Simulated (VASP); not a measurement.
Crystal: GaAs.

```
Ga As
1.0
     0.00000    2.82650    2.82650
     2.82650    0.00000    2.82650
     2.82650    2.82650    0.00000
Ga As
1 1
Direct
  0.00000 0.00000 0.00000
  0.25000 0.25000 0.25000
```

```yaml
Program: VASP 6.6.1
Task: relaxation of cell and atoms
Functional: PBE
Potentials_or_basis: VASP PAW PBE potentials, release 64 (Ga_d, As)
Cutoff: 500 eV
k_mesh: 10 × 10 × 10
Occupations: gaussian, width 0.02 eV
Spin: no spin polarisation
```

At the start: pressure 3.5 GPa; volume 22.58 Å³/atom.

Q: How do energy, volume and symmetry change on relaxing?

A: Over 3 steps the energy falls by 12.3 meV/atom and the volume is 23.76 Å³/atom (+5.2 %); space group F-43m (No. 216, to 0.1 Å) before and after.

The path:
```
step  energy change (eV)  largest force (eV/Å)  pressure (GPa)  volume (Å³)
   1              0.0000                0.0000            3.50        45.16
   2             -0.0211                0.0000           -1.10        48.46
   3             -0.0245                0.0000           -0.01        47.52
```

Final structure:
```
CELL_PARAMETERS angstrom
0.00000 2.87486 2.87486
2.87486 0.00000 2.87486
2.87486 2.87486 0.00000
ATOMIC_POSITIONS crystal
Ga 0.00000 0.00000 0.00000
As 0.25000 0.25000 0.25000
```
